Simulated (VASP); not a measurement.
# SnO (P4/nmm) in VASP: further runs

Aim: see how the results for SnO move with the level of theory and the settings. Levels: BLYP, B3LYP5, PBE+D4. Tasks: single point.

Program: VASP 6.6.1. These are calculated values, not measurements. Logs are shortened: lines on timing, memory, paths and dates and some standing lists are left out, and cuts for length are marked.

### 1 The cell of the first run

It takes space group P4/nmm (No. 129, tetragonal). Conventional cell: a = 3.864 Å, b = 3.864 Å, c = 4.951 Å, α = 90.00°, β = 90.00°, γ = 90.00°. Sn (site symmetry 4mm) has 4 O at 2.26 Å within 3.0 Å. Within 3.0 Å of O (site symmetry -4m2) lie 4 Sn at 2.26 Å and 4 O at 2.73 Å.

### 2 Single point, BLYP

File INCAR:

```
  AGGAC = 1.0
  AGGAX = 1.0
  ALDAC = 0.0
  ALDAX = 1.0
  ALGO = Normal
  EDIFF = 1E-7
  ENCUT = 520
  GGA = B5
  ISIF = 2
  ISMEAR = -1
  LASPH = T
  LCHARG = T
  LELF = T
  LREAL = F
  LVHAR = T
  LWAVE = F
  NBANDS = 28
  NELM = 80
  PREC = Accurate
  SIGMA = 0.05
```

File KPOINTS:

```
k-points
0
Gamma
  7 7 6
```

File POSCAR:

```
SnO
1.0
    3.8638811754      0.0000000000      0.0000000000
    0.0000000000      3.8638811754      0.0000000000
    0.0000000000      0.0000000000      4.9512221655
Sn O
2 2
Direct
    0.5000000000      0.0000000000      0.7646261400
    0.0000000000      0.5000000000      0.2353738600
    0.0000000000      0.0000000000      0.0000000000
    0.5000000000      0.5000000000      0.0000000000
```

Potentials or basis: VASP PAW PBE potentials, release 64 (Sn_d, O).

Started as:

```console
> cat potpaw_PBE.64/Sn_d/POTCAR potpaw_PBE.64/O/POTCAR > POTCAR
> mpirun -np 1 vasp_std > vasp.out
```

OUTCAR:

```text
EDIFF = 1E-7
   ENCUT = 520
   GGA = B5
   ISIF = 2
   ISMEAR = -1
   LASPH = T
   LREAL = F
   NELM = 80
   PREC = Accurate

 ion  position               nearest neighbor table
   1  0.500  0.000  0.765-   3 2.26   4 2.26   4 2.26   3 2.26   2 3.59   2 3.59   2 3.59   2 3.59

   2  0.000  0.500  0.235-   3 2.26   4 2.26   3 2.26   4 2.26   1 3.59   1 3.59   1 3.59   1 3.59

   3  0.000  0.000  0.000-   1 2.26   2 2.26   2 2.26   1 2.26
   4  0.500  0.500  0.000-   1 2.26   2 2.26   1 2.26   2 2.26

  LATTYP: Found a simple tetragonal cell.
 ALAT       =     3.8638811754
 C/A-ratio  =     1.2814116016

  Lattice vectors:

 A1 = (   3.8638811754,   0.0000000000,   0.0000000000)
 A2 = (   0.0000000000,   3.8638811754,   0.0000000000)
 A3 = (   0.0000000000,   0.0000000000,   4.9512221655)

Analysis of symmetry for initial positions (statically):
=====================================================================
 Subroutine PRICEL returns:
 Original cell was already a primitive cell.

 Routine SETGRP: Setting up the symmetry group for a
 simple tetragonal supercell.

 Subroutine GETGRP returns: Found 16 space group operations
 (whereof  8 operations were pure point group operations)
 out of a pool of 16 trial point group operations.

The static configuration has the point symmetry D_2d.
 The point group associated with its full space group is D_4h.

Analysis of symmetry for dynamics (positions and initial velocities):
=====================================================================
 Subroutine PRICEL returns:
 Original cell was already a primitive cell.

 Routine SETGRP: Setting up the symmetry group for a
 simple tetragonal supercell.

 Subroutine GETGRP returns: Found 16 space group operations
 (whereof  8 operations were pure point group operations)
 out of a pool of 16 trial point group operations.

The dynamic configuration has the point symmetry D_2d.
 The point group associated with its full space group is D_4h.

 Subroutine INISYM returns: Found 16 space group operations
 (whereof  8 operations are pure point group operations),
 and found     1 'primitive' translations

----------------------------------------------------------------------------------------

                                     Primitive cell

[... 90 lines left out ...]
   LSORBIT =      F    spin-orbit coupling
   LASPH  =      T    aspherical Exc in radial PAW
   ENCUT  =  520.0 eV  38.22 Ry    6.18 a.u.   7.18  7.18  9.21*2*pi/ulx,y,z
   NELM   =     80;   NELMIN=  2; NELMDL= -5     # of ELM steps
   EDIFF  = 0.1E-06   stopping-criterion for ELM
   LREAL  =      F    real-space projection
   EDIFFG = 0.1E-05   stopping-criterion for IOM
   NSW    =      0    number of steps for IOM
   IBRION =     -1    ionic relax: 0-MD 1-quasi-New 2-CG
   NFREE  =      0    steps in history (QN), initial steepest desc. (CG)
   ISIF   =      2    stress and relaxation
   ISYM   =      2    0-nonsym 1-usesym 2-fastsym
   POTIM  = 0.5000    time-step for ionic-motion
   TEBEG  =    0.0;   TEEND  =   0.0 temperature during run
   PSTRESS=    0.0 pullay stress
   NELECT =      40.0000    total number of electrons
   NUPDOWN=      -1.0000    fix difference up-down
   EMIN   =  10.00;   EMAX   =-10.00  energy-range for DOS
   EFERMI =   0.00;   METHOD = LEGACY
   ISMEAR =    -1;   SIGMA  =   0.05  broadening in eV -4-tet -1-fermi 0-gaus
   EFERMI_NEDOS =   21; number of points for ismear=-14 and -15
   IALGO  =     38    algorithm
   IMIX   =      4    mixing-type and parameters
     AMIX     =   0.40;   BMIX     =  1.00
     AMIX_MAG =   1.60;   BMIX_MAG =  1.00
  volume/ion in A,a.u.               =      18.48       124.71
  Fermi-wavevector in a.u.,A,eV,Ry     =   1.334058  2.521005 24.214450  1.779712
  Thomas-Fermi vector in A             =   2.462869
   LORBIT       =      0    0 simple, 1 ext, 2 COOP (PROOUT), +10 PAW based schemes
   GGA     = B5    functional components
   LHFCALC =     F    Hartree Fock is set to
   AEXX    =    0.0000 exact exchange contribution
   IVDW    =     0    specifies the selected vdW correction
   LEPSILON=     F    determine dielectric tensor
   LRPA    =     F    only Hartree local field effects (RPA)
 non-spin polarized calculation
  energy-cutoff  :      520.00
  volume of cell :       73.92
 maximum number of plane-waves:      2006
 NGX is ok and might be reduce to    30
   NGX = 15   NGY = 15   NGZ = 19

 number of electron      39.9999996 magnetization

 Free energy of the ion-electron system (eV)
  ---------------------------------------------------
  ext. energy  EPLUGINS =         0.00000000
  ---------------------------------------------------
  free energy    TOTEN  =       -21.04706978 eV

  energy without entropy =      -21.04705196  energy(sigma->0) =      -21.04706087

 E-fermi :   7.0870     XC(G=0):  -9.4328

 val. band max:        6.7419490547   @ k =   0.0000   0.0000   0.0000
 cond. band min:       7.4458220618   @ k =   0.4286   0.4286   0.0000
 fundamental gap:      0.7038730071
 Fermi energy:         7.0869824117

 k-point     1 :       0.0000    0.0000    0.0000
  band No.  band energies     occupation
      1     -14.9368      2.00000
      2     -14.5809      2.00000
      3     -14.5788      2.00000
      4     -14.5788      2.00000
      5     -14.5451      2.00000
      6     -14.5325      2.00000
[... 733 lines left out ...]
     27      15.8800      0.00000
     28      16.7298      0.00000

 [... further k-points ...]

------------------------ aborting loop because EDIFF is reached ----------------------------------------

  FORCE on cell =-STRESS in cart. coord.  units (eV):
  Direction    XX          YY          ZZ          XY          YZ          ZX
  --------------------------------------------------------------------------------------
  -------------------------------------------------------------------------------------
  Total        2.1412130      2.1412130      1.8025731      0.0000000      0.0000000      0.0000000
  in kB       46.4098881     46.4098881     39.0700107      0.0000000      0.0000000      0.0000000
  external PRESSURE =      43.9632623 kB  Pullay stress =       0.0000000 kB

 VOLUME and BASIS-vectors are now :
 -----------------------------------------------------------------------------
  energy-cutoff  :      520.00
  volume of cell :       73.92
      direct lattice vectors                 reciprocal lattice vectors
     3.863881175  0.000000000  0.000000000     0.258807131  0.000000000  0.000000000
     0.000000000  3.863881175  0.000000000     0.000000000  0.258807131  0.000000000
     0.000000000  0.000000000  4.951222165     0.000000000  0.000000000  0.201970335

 POSITION                                       TOTAL-FORCE (eV/Angst)
 -----------------------------------------------------------------------------------
      1.93194      0.00000      3.78583         0.000000      0.000000     -0.110127
      0.00000      1.93194      1.16539         0.000000      0.000000      0.110127
      0.00000      0.00000      0.00000         0.000000      0.000000      0.000000
      1.93194      1.93194      0.00000         0.000000     -0.000000      0.000000
 -----------------------------------------------------------------------------------
    total drift:                                0.000000      0.000000      0.000000

  FREE ENERGIE OF THE ION-ELECTRON SYSTEM (eV)
  ---------------------------------------------------
  free  energy   TOTEN  =       -21.0470697809 eV

  energy  without entropy=      -21.0470519613  energy(sigma->0) =      -21.04706087
```

It took 2.8 min on 1 thread of Intel Xeon 8259CL, shared host; peak memory 0.22 GiB.

Results:

* Free energy: -21.0471 eV
* Pressure: 4.4 GPa
* Largest force: 0.110 eV/Å
* Band gap on the k mesh: 0.70 eV (least direct gap 2.14 eV)

Forces on the atoms (eV/Å):
```
Sn   0.000  0.000 -0.110
Sn   0.000  0.000  0.110
O    0.000  0.000  0.000
O    0.000  0.000  0.000
```

Caveat: the cell stands under pressure; the PAW data sets were made with another functional, which shifts forces and pressure a little; spin-orbit coupling is left out, which moves the levels of the heavy elements; an odd mesh through Γ misses points on the zone boundary, where band edges can lie.

### 3 Single point, B3LYP5

This run uses another cell than the first one, of 17.77 Å³/atom.

File POSCAR:

```
SnO
1.0
    3.8136952200      0.0000000000      0.0000000000
    0.0000000000      3.8136952200      0.0000000000
    0.0000000000      0.0000000000      4.8869133000
Sn O
2 2
Direct
    0.5000000000      0.0000000000      0.7646261400
    0.0000000000      0.5000000000      0.2353738600
    0.0000000000      0.0000000000      0.0000000000
    0.5000000000      0.5000000000      0.0000000000
```

File INCAR.step1:

```
PREC = Accurate
ENCUT = 520
EDIFF = 1E-5
ISMEAR = -1
SIGMA = 0.05
LREAL = False
LASPH = True
NELM = 80
ALGO = Normal
ISIF = 2
LWAVE = True
LCHARG = False
NBANDS = 28
GGA = PE
```

File INCAR.step2:

```
PREC = Accurate
ENCUT = 520
EDIFF = 1E-6
ISMEAR = -1
SIGMA = 0.05
LREAL = False
LASPH = True
NELM = 80
ALGO = Normal
ISIF = 2
LWAVE = False
LCHARG = False
GGA = B5
LHFCALC = True
AEXX = 0.2
AGGAX = 0.72
AGGAC = 0.81
ALDAC = 0.19
PRECFOCK = Normal
NBANDS = 28
ISTART = 1
```

File KPOINTS:

```
Automatic mesh
0
Gamma
  4 4 3
```

Potentials or basis: VASP PAW PBE potentials, release 64 (Sn_d, O).

Started as:

```console
> cat potpaw_PBE.64/Sn_d/POTCAR potpaw_PBE.64/O/POTCAR > POTCAR
> cp INCAR.step1 INCAR
> mpirun -np 1 vasp_std > vasp.out
> cp INCAR.step2 INCAR
> mpirun -np 1 vasp_std > vasp.out
```

Wall time 52 min (1 thread of AMD EPYC 7R13, shared host); peak memory 0.18 GiB.

Results (log left out):

| Item | Value |
| --- | --- |
| Free energy | -27.1975 eV |
| Pressure | 4.2 GPa |
| Largest force | 0.101 eV/Å |
| Band gap on the k mesh | 1.23 eV (least direct gap 3.31 eV) |

Forces on the atoms (eV/Å):
```
Sn   0.000  0.000 -0.101
Sn   0.000  0.000  0.101
O    0.000  0.000  0.000
O    0.000  0.000  0.000
```

Stress tensor (GPa, compression positive):
```
4.28 0.00 0.00
0.00 4.28 0.00
0.00 0.00 3.95
```

Levels at points of the mesh, in eV from the valence-band top:
```tsv
k point	band 17	band 18	band 19	band 20	band 21	band 22	band 23	band 24
(0.00, 0.00, 0.00)	-4.14	-3.84	-3.84	0.00	3.31	5.51	5.96	5.96
(0.50, 0.00, 0.00)	-5.57	-5.57	-3.01	-3.01	4.36	4.36	7.25	7.25
(0.50, 0.50, 0.00)	-3.14	-3.14	-2.17	-2.17	1.23	1.23	5.81	5.81
```

Caveat: the k points lie up to 0.43 Å⁻¹ apart; the PAW data sets were made with another functional, which shifts forces and pressure a little; spin-orbit coupling is left out, which moves the levels of the heavy elements; an odd mesh through Γ misses points on the zone boundary, where band edges can lie.

### 4 Single point, PBE+D4

This run uses another cell than the first one, of 17.44 Å³/atom.

File INCAR:

```
SYSTEM = SnO
PREC = Accurate
ENCUT = 910
EDIFF = 1E-6
ISMEAR = -1
SIGMA = 0.05
LREAL = .FALSE.
LASPH = .TRUE.
NELM = 120
ALGO = Normal
ISIF = 2
LWAVE = .FALSE.
LCHARG = .TRUE.
GGA = PE
IVDW = 13
LELF = .TRUE.
LVHAR = .TRUE.
NBANDS = 28
GGA_COMPAT = .FALSE.
```

File KPOINTS:

```
regular mesh
0
G
  7 7 6
  0 0 0
```

File POSCAR:

```
SnO
1.0
    3.8360116417      0.0000000000      0.0000000000
    0.0000000000      3.8360116417      0.0000000000
    0.0000000000      0.0000000000      4.7416874159
Sn O
2 2
Direct
    0.5000000000      0.0000000000      0.7557601508
    0.0000000000      0.5000000000      0.2442398492
    0.0000000000      0.0000000000      0.0000000000
    0.5000000000      0.5000000000      0.0000000000
```

Potentials or basis: VASP PAW PBE potentials, release 64 (Sn_d, O_h).

Started as:

```console
> cat potpaw_PBE.64/Sn_d/POTCAR potpaw_PBE.64/O_h/POTCAR > POTCAR
> mpirun -np 1 vasp_std > vasp.out
```

Run time: 3.9 min. Hardware: 1 thread of Intel Xeon Platinum 8259CL at 2.50GHz (Skylake/Cascade Lake), shared host; peak memory 0.34 GiB.

Results (log left out):

```yaml
Free_energy: -23.7963 eV
Pressure: 0.0 GPa
Largest_force: 0.069 eV/Å
Band_gap_on_the_k_mesh: 0.22 eV (least direct gap 1.95 eV)
Dispersion_energy_per_atom: -0.274 eV
```

Forces in eV/Å, atoms in the order of the input:
```
Sn   0.000  0.000 -0.069
Sn   0.000  0.000  0.069
O    0.000  0.000  0.000
O    0.000  0.000  0.000
```

Levels at points of the mesh, in eV from the valence-band top:
| k point | band 16 | band 17 | band 18 | band 19 | band 20 | band 21 | band 22 | band 23 | band 24 | band 25 |
| --- | --- | --- | --- | --- | --- | --- | --- | --- | --- | --- |
| (0.00, 0.00, 0.00) | -6.10 | -3.34 | -3.05 | -3.05 | 0.00 | 2.18 | 4.52 | 4.52 | 4.73 | 5.90 |
| (0.00, 0.00, 0.50) | -3.43 | -3.07 | -3.07 | -2.97 | -2.07 | 1.73 | 2.81 | 2.81 | 3.56 | 8.12 |

Caveat: the cutoff is under 1.25 times the usual one of these potentials, so pressure, stress and relaxed cells hold a basis-set (Pulay) error; spin-orbit coupling is left out, which moves the levels of the heavy elements; an odd mesh through Γ misses points on the zone boundary, where band edges can lie.

### 5 Overview

| level | potentials or basis | cell | k mesh | cutoff (eV) | grid for exact exchange (PRECFOCK) | share of exact exchange | gap on the mesh (eV) | pressure (GPa) | largest force (eV/Å) |
| --- | --- | --- | --- | --- | --- | --- | --- | --- | --- |
| BLYP | VASP PAW PBE potentials, release 64 (Sn_d, O) | a = 3.864, b = 3.864, c = 4.951 Å, 4 atoms, atomic positions A | 7 × 7 × 6 | 520 | - | - | 0.70 | 4.4 | 0.11 |
| B3LYP5 | VASP PAW PBE potentials, release 64 (Sn_d, O) | a = 3.814, b = 3.814, c = 4.887 Å, 4 atoms, atomic positions A | 4 × 4 × 3 | 520 | Normal | 0.2 | 1.23 | 4.2 | 0.10 |
| PBE+D4 | VASP PAW PBE potentials, release 64 (Sn_d, O_h) | a = 3.836, b = 3.836, c = 4.742 Å, 4 atoms, atomic positions B | 7 × 7 × 6 | 910 | - | - | 0.22 | 0.0 | 0.07 |

Alike in all rows: task single point; no spin polarisation; smearing fermi-dirac 0.05 eV.

Caveats: some runs use coarse meshes; spin-orbit coupling is left out, which moves the levels of the heavy elements; an odd mesh through Γ misses points on the zone boundary, where band edges can lie; the PAW data sets were made with another functional, which shifts forces and pressure a little (at least some runs); the cell stands under pressure (at least some runs); the cutoff is under 1.25 times the usual one of these potentials, so pressure, stress and relaxed cells hold a basis-set (Pulay) error (at least some runs).

Absolute energies hang on the potentials; compare differences alone.
